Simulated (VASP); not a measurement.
Here is a VASP 6.6.1 calculation.

Contents of INCAR:

```
PREC = Accurate ; ENCUT = 520
EDIFF = 1E-6 ; ISMEAR = -1
SIGMA = 0.1 ; LREAL = False
LASPH = True ; NELM = 150
ALGO = Normal ; ISIF = 2
LWAVE = False ; LCHARG = False
MAGMOM = 0 0 0 ; LORBIT = 11
LSORBIT = True ; GGA_COMPAT = False
LORBMOM = True ; LMAXMIX = 4
GGA = CA ; NBANDS = 21
```

The input KPOINTS:

```
Automatic mesh
0
Gamma
  14 14 14
```

Contents of POSCAR:

```
Pd
1.0
    0.0000000000      1.9211411159      1.9211411159
    1.9211411159      0.0000000000      1.9211411159
    1.9211411159      1.9211411159      0.0000000000
Pd
1
Direct
    0.0000000000      0.0000000000      0.0000000000
```

Potentials or basis: VASP PAW LDA potentials, release 64 (Pd).

Command:

```console
$ cat potpaw_LDA.64/Pd/POTCAR > POTCAR
$ mpirun -np 1 vasp_ncl > vasp.out
```

Problem. What does it give for the pressure?

Solution. 0.3 GPa.

Problem. Estimate the net moment.

Solution. 0.00 μB per cell.

Moments on the atoms (μB; x, y, z):
```
Pd  0.00 0.00 0.00
```
